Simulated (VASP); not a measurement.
## C: single point with PBEsol

The system is C.

```
C
1.0
     1.78579    1.78579    0.00000
    -1.78579    1.78579    0.00000
     0.00000    1.78579    1.77453
C
2
Direct
  0.50000 0.50000 0.00000
  0.75000 0.25000 0.50000
```

This cell differs from its parent crystal: in-plane strain +0.005, then relaxed in part.

```
Program             : VASP 6.6.1
Task                : single point
Functional          : PBEsol
Potentials or basis : VASP PAW PBE potentials, release 64 (C)
Cutoff              : 520 eV
k mesh              : 12 × 12 × 12
Occupations         : gaussian, width 0.01 eV
Spin                : no spin polarisation
```

```json
{
  "Pressure": "-2.8 GPa",
  "Band gap on the k mesh": "3.88 eV, indirect (least direct gap 5.43 eV)"
}
```

Stress tensor (GPa, compression positive):
```
-4.69  0.00  0.00
 0.00 -4.69  0.00
 0.00  0.00  1.09
```

Levels at points of the mesh, in eV from the valence-band top:
```tsv
k point	band 1	band 2	band 3	band 4	band 5	band 6	band 7	band 8
(0.00, 0.00, 0.00)	-21.62	-0.10	-0.10	0.00	5.43	5.51	5.51	13.36
(0.50, 0.00, 0.00)	-15.77	-13.55	-2.94	-2.82	8.30	8.33	8.84	15.45
(0.50, 0.50, 0.00)	-12.89	-12.89	-6.38	-6.38	4.59	4.59	16.75	16.75
(0.00, 0.00, 0.50)	-12.79	-12.79	-6.48	-6.48	4.44	4.44	16.78	16.78
```

It took 29 s on 1 thread of Intel Xeon 8259CL, on a shared host, peak memory 0.13 GiB.

Caveat: the cell differs from its parent crystal (in-plane strain +0.005, then relaxed in part); the PAW data sets were made with another functional, which shifts forces and pressure a little. A k mesh can miss the band edges.
